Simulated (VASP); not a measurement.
# Na (a cell with a defect) in VASP: single point with PBEsol

Aim: the single point of Na (a cell with a defect) with PBEsol.

Everything below comes from runs of VASP 6.6.1. Logs are shortened: lines on timing, memory, paths and dates and some standing lists are left out, and cuts for length are marked.

## (1) The cell of the first run

The cell holds a defect, 31 atoms: a = 11.794 Å, b = 11.794 Å, c = 11.794 Å, α = 60.00°, β = 60.00°, γ = 60.00°.

## (2) Single point, PBEsol (atoms taken out, then relaxed in part)

Contents of INCAR:

```
SYSTEM = Na
  PREC = Accurate
  ENCUT = 520
  EDIFF = 1E-6
  ISMEAR = 0
  SIGMA = 0.1
  LREAL = Auto
  LASPH = .TRUE.
  NELM = 100
  ALGO = Normal
  ISIF = 2
  LWAVE = .FALSE.
  LCHARG = .FALSE.
  GGA = PS
  NBANDS = 130
```

Contents of KPOINTS:

```
Automatic mesh
0
G
  3 3 3
  0 0 0
```

Contents of POSCAR:

```
Na
1.0
   -8.3395385266      8.3395385266      0.0000000000
   -8.3395385266      0.0000000000      8.3395385266
    0.0000000000      8.3395385266      8.3395385266
Na
31
Direct
    0.5000000000      0.0000000000      0.0000000000
    0.0000000000      0.5000000000      0.0000000000
    0.1174223010      0.1174223010      0.1174223010
    0.5000000000      0.5000000000      0.0000000000
    0.6477330970      0.1174223010      0.1174223010
    0.1174223010      0.6477330970      0.1174223010
    0.2500000000      0.2500000000      0.2500000000
    1.0000000000      0.0000000000      0.5000000000
    0.6265622711      0.6265622711      0.1203131868
    0.7417468111      0.2582531889      0.2582531889
    0.2582531889      0.7417468111      0.2582531889
    0.3734377289      0.3734377289      0.3734377289
    0.5000000000      0.0000000000      0.5000000000
    0.0000000000      0.5000000000      0.5000000000
    0.1174223010      0.1174223010      0.6477330970
    0.7417468111      0.7417468111      0.2582531889
    0.8796868132      0.3734377289      0.3734377289
    0.3734377289      0.8796868132      0.3734377289
    0.5000000000      0.5000000000      0.5000000000
    0.6265622711      0.1203131868      0.6265622711
    0.1203131868      0.6265622711      0.6265622711
    0.2582531889      0.2582531889      0.7417468111
    0.8825776990      0.8825776990      0.3522669030
    0.6265622711      0.6265622711      0.6265622711
    0.7417468111      0.2582531889      0.7417468111
    0.2582531889      0.7417468111      0.7417468111
    0.3734377289      0.3734377289      0.8796868132
    0.7500000000      0.7500000000      0.7500000000
    0.8825776990      0.3522669030      0.8825776990
    0.3522669030      0.8825776990      0.8825776990
    0.8825776990      0.8825776990      0.8825776990
```

Potentials or basis: VASP PAW PBE potentials, release 64 (Na_pv).

Started as:

```console
$ cat potpaw_PBE.64/Na_pv/POTCAR > POTCAR
$ mpirun -np 1 vasp_std > vasp.out
```

OUTCAR:

```text
SYSTEM = Na
   PREC = Accurate
   ENCUT = 520
   EDIFF = 1E-6
   ISMEAR = 0
   LREAL = Auto
   LASPH = .TRUE.
   NELM = 100
   ISIF = 2
   GGA = PS

 ion  position               nearest neighbor table
   1  0.500  0.000  0.000-
   2  0.000  0.500  0.000-
   3  0.117  0.117  0.117-
   4  0.500  0.500  0.000-
   5  0.648  0.117  0.117-
   6  0.117  0.648  0.117-
[... 23 lines left out ...]
  30  0.352  0.883  0.883-
  31  0.883  0.883  0.883-

  LATTYP: Found a face centered cubic cell.
 ALAT       =    16.6790770532

  Lattice vectors:

 A1 = (  -8.3395385266,   8.3395385266,   0.0000000000)
 A2 = (  -8.3395385266,   0.0000000000,   8.3395385266)
 A3 = (   0.0000000000,   8.3395385266,   8.3395385266)

Analysis of symmetry for initial positions (statically):
=====================================================================
 Subroutine PRICEL returns:
 Original cell was already a primitive cell.

 Routine SETGRP: Setting up the symmetry group for a
 face centered cubic supercell.

 Subroutine GETGRP returns: Found 48 space group operations
 (whereof 48 operations were pure point group operations)
 out of a pool of 48 trial point group operations.

The static configuration has the point symmetry O_h .

Analysis of symmetry for dynamics (positions and initial velocities):
=====================================================================
 Subroutine PRICEL returns:
 Original cell was already a primitive cell.

 Routine SETGRP: Setting up the symmetry group for a
 face centered cubic supercell.

 Subroutine GETGRP returns: Found 48 space group operations
 (whereof 48 operations were pure point group operations)
 out of a pool of 48 trial point group operations.

The dynamic configuration has the point symmetry O_h .

 Subroutine INISYM returns: Found 48 space group operations
 (whereof 48 operations are pure point group operations),
 and found     1 'primitive' translations

----------------------------------------------------------------------------------------

                                     Primitive cell

  volume of cell :    1159.9948

  direct lattice vectors                    reciprocal lattice vectors
    -8.339538527  8.339538527  0.000000000    -0.059955356  0.059955356 -0.059955356
    -8.339538527  0.000000000  8.339538527    -0.059955356 -0.059955356  0.059955356
     0.000000000  8.339538527  8.339538527     0.059955356  0.059955356  0.059955356

  length of vectors
    11.793888488 11.793888488 11.793888488     0.103845723  0.103845723  0.103845723

  position of ions in fractional coordinates (direct lattice)
     0.500000000  0.000000000  0.000000000
     0.000000000  0.500000000  0.000000000
     0.117422301  0.117422301  0.117422301
     0.500000000  0.500000000  0.000000000
     0.647733097  0.117422301  0.117422301
     0.117422301  0.647733097  0.117422301
[... 23 lines left out ...]
     0.352266903  0.882577699  0.882577699
     0.882577699  0.882577699  0.882577699

  ion indices of the primitive-cell ions
   primitive index   ion index
                 1           1
                 2           2
                 3           3
                 4           4
                 5           5
                 6           6
[... 23 lines left out ...]
                30          30
                31          31

----------------------------------------------------------------------------------------

 KPOINTS: Automatic mesh

Automatic generation of k-mesh.
 Grid dimensions read from file:
 generate k-points for:    3    3    3

 Generating k-lattice:

  Cartesian coordinates                     Fractional coordinates (reciprocal lattice)
    -0.019985119  0.019985119 -0.019985119     0.333333333  0.000000000  0.000000000
    -0.019985119 -0.019985119  0.019985119     0.000000000  0.333333333  0.000000000
     0.019985119  0.019985119  0.019985119     0.000000000  0.000000000  0.333333333

  Length of vectors
     0.034615241  0.034615241  0.034615241

  Shift w.r.t. Gamma in fractional coordinates (k-lattice)
     0.000000000  0.000000000  0.000000000

 Subroutine IBZKPT returns following result:
 ===========================================

 Found      4 irreducible k-points:

 Following reciprocal coordinates:
            Coordinates               Weight
  0.000000  0.000000  0.000000      1.000000
  0.333333  0.000000  0.000000      8.000000
  0.333333  0.333333  0.000000      6.000000
 -0.333333  0.333333  0.000000     12.000000
   k-points           NKPTS =      4   k-points in BZ     NKDIM =      4   number of bands    NBANDS=    130
   number of dos      NEDOS =    301   number of ions     NIONS =     31
   total plane-waves  NPLWV = 729000
   dimension x,y,z NGX =    90 NGY =   90 NGZ =   90
   dimension x,y,z NGXF=   180 NGYF=  180 NGZF=  180
   ions per type =              31
   NGX,Y,Z   is equivalent  to a cutoff of  12.69, 12.69, 12.69 a.u.
   NGXF,Y,Z  is equivalent  to a cutoff of  25.37, 25.37, 25.37 a.u.
 SYSTEM =  Na
   PREC   = accura    normal or accurate (medium, high low for compatibility)
   ISTART =      0    job   : 0-new  1-cont  2-samecut
   ICHARG =      2    charge: 1-file 2-atom 10-const
   ISPIN  =      1    spin polarized calculation?
   LNONCOLLINEAR =      F non collinear calculations
   LSORBIT =      F    spin-orbit coupling
   LASPH  =      T    aspherical Exc in radial PAW
   ENCUT  =  520.0 eV  38.22 Ry    6.18 a.u.  21.93 21.93 21.93*2*pi/ulx,y,z
   NELM   =    100;   NELMIN=  2; NELMDL= -5     # of ELM steps
   EDIFF  = 0.1E-05   stopping-criterion for ELM
   LREAL  =      T    real-space projection
   EDIFFG = 0.1E-04   stopping-criterion for IOM
   NSW    =      0    number of steps for IOM
   IBRION =     -1    ionic relax: 0-MD 1-quasi-New 2-CG
   NFREE  =      0    steps in history (QN), initial steepest desc. (CG)
   ISIF   =      2    stress and relaxation
   ISYM   =      2    0-nonsym 1-usesym 2-fastsym
   POTIM  = 0.5000    time-step for ionic-motion
   TEBEG  =    0.0;   TEEND  =   0.0 temperature during run
   PSTRESS=    0.0 pullay stress
   NELECT =     217.0000    total number of electrons
   NUPDOWN=      -1.0000    fix difference up-down
   EMIN   =  10.00;   EMAX   =-10.00  energy-range for DOS
   EFERMI =   0.00;   METHOD = LEGACY
   ISMEAR =     0;   SIGMA  =   0.10  broadening in eV -4-tet -1-fermi 0-gaus
   EFERMI_NEDOS =   21; number of points for ismear=-14 and -15
   IALGO  =     38    algorithm
   IMIX   =      4    mixing-type and parameters
     AMIX     =   0.40;   BMIX     =  1.00
     AMIX_MAG =   1.60;   BMIX_MAG =  1.00
  volume/ion in A,a.u.               =      37.42       252.52
  Fermi-wavevector in a.u.,A,eV,Ry     =   0.936288  1.769327 11.927343  0.876635
  Thomas-Fermi vector in A             =   2.063282
   LORBIT       =      0    0 simple, 1 ext, 2 COOP (PROOUT), +10 PAW based schemes
   GGA     = PS    functional components
   LHFCALC =     F    Hartree Fock is set to
   AEXX    =    0.0000 exact exchange contribution
   IVDW    =     0    specifies the selected vdW correction
   LEPSILON=     F    determine dielectric tensor
   LRPA    =     F    only Hartree local field effects (RPA)
 non-spin polarized calculation
 Gauss-broadening in eV      SIGMA  =   0.10
  energy-cutoff  :      520.00
  volume of cell :     1159.99
 maximum number of plane-waves:     31250
 NGX is ok and might be reduce to    90
   NGX = 43   NGY = 43   NGZ = 43

 number of electron     217.0000071 magnetization

 Free energy of the ion-electron system (eV)
  ---------------------------------------------------
  ext. energy  EPLUGINS =         0.00000000
  ---------------------------------------------------
  free energy    TOTEN  =       -42.86941873 eV

  energy without entropy =      -42.78378240  energy(sigma->0) =      -42.82660056

 E-fermi :   0.3033     XC(G=0):  -6.4697

 val. band max:        0.2297027509   @ k =   0.3333   0.0000   0.0000
 cond. band min:       0.3331843506   @ k =  -0.3333   0.3333   0.0000
 fundamental gap:      0.1034815997
 Fermi energy:         0.3033477048

 k-point     1 :       0.0000    0.0000    0.0000
  band No.  band energies     occupation
      1     -24.5775      2.00000
      2     -24.5775      2.00000
      3     -24.5775      2.00000
      4     -24.5767      2.00000
      5     -24.5767      2.00000
      6     -24.5767      2.00000
[... 112 lines left out ...]
    119       1.5647      0.00000
    120       1.7389      0.00000

 k-point     2 :       0.3333    0.0000    0.0000
  band No.  band energies     occupation
      1     -24.5772      2.00000
      2     -24.5772      2.00000
      3     -24.5772      2.00000
      4     -24.5768      2.00000
      5     -24.5768      2.00000
      6     -24.5768      2.00000
[... 112 lines left out ...]
    119       1.6950      0.00000
    120       1.7301      0.00000

 k-point     3 :       0.3333    0.3333    0.0000
  band No.  band energies     occupation
      1     -24.5772      2.00000
      2     -24.5772      2.00000
      3     -24.5772      2.00000
      4     -24.5769      2.00000
      5     -24.5768      2.00000
      6     -24.5768      2.00000
[... 112 lines left out ...]
    119       1.7998      0.00000
    120       1.8481      0.00000

 k-point     4 :      -0.3333    0.3333    0.0000
  band No.  band energies     occupation
      1     -24.5770      2.00000
      2     -24.5770      2.00000
      3     -24.5770      2.00000
      4     -24.5770      2.00000
      5     -24.5770      2.00000
      6     -24.5770      2.00000
[... 112 lines left out ...]
    119       1.1404      0.00000
    120       1.5167      0.00000
 [bands above 120 left out]

------------------------ aborting loop because EDIFF is reached ----------------------------------------

  FORCE on cell =-STRESS in cart. coord.  units (eV):
  Direction    XX          YY          ZZ          XY          YZ          ZX
  --------------------------------------------------------------------------------------
  -------------------------------------------------------------------------------------
  Total       -0.7294502     -0.7294502     -0.7294502     -0.0000000     -0.0000000      0.0000000
  in kB       -1.0075118     -1.0075118     -1.0075118     -0.0000000     -0.0000000      0.0000000
  external PRESSURE =      -1.0075118 kB  Pullay stress =       0.0000000 kB

 VOLUME and BASIS-vectors are now :
 -----------------------------------------------------------------------------
  energy-cutoff  :      520.00
  volume of cell :     1159.99
      direct lattice vectors                 reciprocal lattice vectors
    -8.339538527  8.339538527  0.000000000    -0.059955356  0.059955356 -0.059955356
    -8.339538527  0.000000000  8.339538527    -0.059955356 -0.059955356  0.059955356
     0.000000000  8.339538527  8.339538527     0.059955356  0.059955356  0.059955356

 POSITION                                       TOTAL-FORCE (eV/Angst)
 -----------------------------------------------------------------------------------
     -4.16977      4.16977      0.00000         0.000000     -0.000000     -0.000000
     -4.16977      0.00000      4.16977         0.000000     -0.000000     -0.000000
     -1.95850      1.95850      1.95850         0.000612     -0.000612     -0.000612
     -8.33954      4.16977      4.16977         0.000000     -0.000000     -0.000000
     -6.38104      6.38104      1.95850        -0.000612      0.000612     -0.000612
     -6.38104      1.95850      6.38104        -0.000612     -0.000612      0.000612
[... 23 lines left out ...]
    -10.29803     10.29803     14.72058         0.000612     -0.000612      0.000612
    -14.72058     14.72058     14.72058        -0.000612      0.000612      0.000612
 -----------------------------------------------------------------------------------
    total drift:                               -0.000000     -0.000000     -0.000000

  FREE ENERGIE OF THE ION-ELECTRON SYSTEM (eV)
  ---------------------------------------------------
  free  energy   TOTEN  =       -42.8694187320 eV

  energy  without entropy=      -42.7837823971  energy(sigma->0) =      -42.82660056
```

Wall time 21 min (1 thread of Intel Xeon Platinum 8259CL at 2.50GHz (Skylake/Cascade Lake), shared host); peak memory 1.4 GiB.

What came out:

| Item | Value |
| --- | --- |
| Free energy | -42.8694 eV |
| Pressure | -0.1 GPa |
| Largest force | 0.004 eV/Å |
| Band gap on the k mesh | zero (an odd number of electrons rules out a gap without spin polarisation) |

Forces in eV/Å, atoms in the order of the input:
```
Na   0.000  0.000  0.000
Na   0.000  0.000  0.000
Na   0.001 -0.001 -0.001
Na   0.000  0.000  0.000
Na  -0.001  0.001 -0.001
Na  -0.001 -0.001  0.001
Na   0.000  0.000  0.000
Na   0.000  0.000  0.000
Na   0.000  0.000  0.000
Na   0.000  0.000 -0.004
Na   0.000 -0.004  0.000
Na   0.000  0.000  0.000
Na   0.000  0.000  0.000
Na   0.000  0.000  0.000
Na   0.001  0.001  0.001
Na  -0.004  0.000  0.000
Na   0.000  0.000  0.000
Na   0.000  0.000  0.000
Na   0.000  0.000  0.000
Na   0.000  0.000  0.000
Na   0.000  0.000  0.000
Na   0.004  0.000  0.000
Na  -0.001 -0.001 -0.001
Na   0.000  0.000  0.000
Na   0.000  0.004  0.000
Na   0.000  0.000  0.004
Na   0.000  0.000  0.000
Na   0.000  0.000  0.000
Na   0.001  0.001 -0.001
Na   0.001 -0.001  0.001
Na  -0.001  0.001  0.001
```

Caveat: the cell differs from its parent crystal (atoms taken out, then relaxed in part); the PAW data sets were made with another functional, which shifts forces and pressure a little.

The gap in the log of VASP goes by the Fermi energy; the results here count the filled bands.